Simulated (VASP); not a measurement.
Set up this calculation in VASP 6.6.1, as the native input.

- Task: single point
- Functional: r2SCAN
- Potentials or basis: VASP PAW PBE potentials, release 64 (Cd, Se)
- Cutoff: 520 eV
- k mesh: 6 × 6 × 6
- Occupations: gaussian, width 0.01 eV
- Spin: no spin polarisation
- Dipole correction: no
- Further INCAR settings: ALGO = Normal; EDIFF = 1e-06; NBANDS = 16

CdSe:

```
Cd Se
1.0
     3.00544    3.00544    0.00000
    -3.00544    3.00544    0.00000
     0.00000    3.00544    3.10358
Cd Se
1 1
Cartesian
  0.0000 0.0000 0.0000
  1.5027 4.5082 1.5518
```

This cell differs from its parent crystal: in-plane strain -0.02.

These files were run (other wordings do the same):

POSCAR

```
CdSe
1.0
    3.0054431668      3.0054431668      0.0000000000
   -3.0054431668      3.0054431668      0.0000000000
    0.0000000000      3.0054431668      3.1035800865
Cd Se
1 1
Direct
    0.0000000000      0.0000000000      0.0000000000
    0.7500000000      0.2500000000      0.5000000000
```

INCAR.step1

```
PREC     = Accurate       # precision mode
ENCUT    = 520            # plane-wave cutoff, eV
ISMEAR   = 0              # smearing method
SIGMA    = 0.01           # smearing width, eV
LREAL    = F              # projectors in reciprocal space
LASPH    = T              # aspherical terms in the spheres
NELM     = 60             # most SCF steps
NBANDS   = 16             # bands
GGA      = PE             # functional
ALGO     = Normal         # electronic algorithm
EDIFF    = 1E-4           # SCF threshold, eV
LWAVE    = T              # write WAVECAR
LCHARG   = F              # write CHGCAR
```

INCAR.step2

```
PREC     = Accurate       # precision mode
ENCUT    = 520            # plane-wave cutoff, eV
EDIFF    = 1E-6           # SCF threshold, eV
ISMEAR   = 0              # smearing method
SIGMA    = 0.01           # smearing width, eV
LREAL    = F              # projectors in reciprocal space
LASPH    = T              # aspherical terms in the spheres
NELM     = 60             # most SCF steps
ALGO     = Normal         # electronic algorithm
ISIF     = 2              # what is computed and relaxed
LWAVE    = F              # write WAVECAR
LCHARG   = T              # write CHGCAR
METAGGA  = R2SCAN         # meta-GGA
LMIXTAU  = T            
LELF     = T              # ELF
LVHAR    = T            
NBANDS   = 16             # bands
ISTART   = 1
```

KPOINTS

```
regular mesh
0
Gamma
  6 6 6
```

Potentials or basis: VASP PAW PBE potentials, release 64 (Cd, Se).

Launch:

```console
$ cat potpaw_PBE.64/Cd/POTCAR potpaw_PBE.64/Se/POTCAR > POTCAR
$ cp INCAR.step1 INCAR
$ mpirun -np 1 vasp_std > vasp.out
$ cp INCAR.step2 INCAR
$ mpirun -np 1 vasp_std > vasp.out
```

It gave:

* Pressure: 1.8 GPa
* Band gap on the k mesh: 1.05 eV, direct

Caveat: the cell differs from its parent crystal (in-plane strain -0.02); the PAW data sets were made with another functional, which shifts forces and pressure a little.

Run time: 42 s on 1 thread of Intel(R) Xeon(R) 6975P-C (Granite Rapids) (shared host), peak memory 0.19 GiB.
